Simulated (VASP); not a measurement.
Input of a VASP 6.6.1 run:

INCAR

```
PREC = Accurate
ENCUT = 520
EDIFF = 1E-6
ISMEAR = 0
SIGMA = 0.01
LREAL = F
LASPH = T
NELM = 100
ALGO = Normal
ISIF = 2
LWAVE = F
LCHARG = F
GGA = PS
NBANDS = 16
```

File KPOINTS:

```
regular mesh
0
Gamma
  4 4 4
```

File POSCAR:

```
GaAs
1.0
    0.0000000000      2.8268500000      2.8268500000
    2.8268500000      0.0000000000      2.8268500000
    2.8268500000      2.8268500000      0.0000000000
Ga As
1 1
Direct
    0.0000000000      0.0000000000      0.0000000000
    0.2500000000      0.2500000000      0.2500000000
```

Potentials or basis: VASP PAW PBE potentials, release 64 (Ga_d, As).

Run with:

```sh
$ cat potpaw_PBE.64/Ga_d/POTCAR potpaw_PBE.64/As/POTCAR > POTCAR
$ mpirun -np 1 vasp_std > vasp.out
```

**Question.** Predict the band gap on the k mesh.

**Answer.** 0.44 eV, direct.

**Question.** Estimate the pressure.

**Answer.** 0.6 GPa.

Caveat: the k points lie up to 0.48 Å⁻¹ apart; the PAW data sets were made with another functional, which shifts forces and pressure a little. A k mesh can miss the band edges.
